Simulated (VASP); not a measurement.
Mg3Te, 4 atoms in the cell. It takes space group I4/mmm (No. 139, tetragonal). The conventional cell has a = 4.279 Å, b = 4.279 Å, c = 10.565 Å, α = 90.00°, β = 90.00°, γ = 90.00°. Within 4.0 Å of Te (site symmetry 4/mmm) lie 12 Mg at 3.03 to 3.40 Å. Within 4.0 Å of Mg (site symmetry -4m2) lie 8 Mg at 3.03 to 3.40 Å and 4 Te at 3.40 Å. Within 4.0 Å of Mg (site symmetry 4/mmm) lie 4 Te at 3.03 Å and 8 Mg at 3.40 Å. 

```yaml
Program: VASP 6.6.1
Task: single point
Functional: PBEsol
Dispersion: D3(BJ)
Potentials_or_basis: VASP PAW PBE potentials, release 64 (Te, Mg)
Cutoff: 520 eV
k_mesh: 9 × 9 × 9
Occupations: fermi-dirac, width 0.05 eV
Spin: no spin polarisation
Dipole_correction: no
Further_INCAR_settings: ALGO = Fast; EDIFF = 1e-07; NBANDS = 14
```

Potentials or basis: VASP PAW PBE potentials, release 64 (Te, Mg).

The run is started by

```sh
$ cat potpaw_PBE.64/Te/POTCAR potpaw_PBE.64/Mg/POTCAR > POTCAR
$ mpirun -np 1 vasp_std > vasp.out
```

Hardware: 1 thread of Intel(R) Xeon(R) Platinum 8488C (Sapphire Rapids) (shared host).

Task: How long does it take, and how much memory?

Result: Wall time 3 min on 1 thread of Intel(R) Xeon(R) Platinum 8488C (Sapphire Rapids), with other jobs on the host, peak memory 0.39 GiB. Counts: scf iterations 13, k points 75.
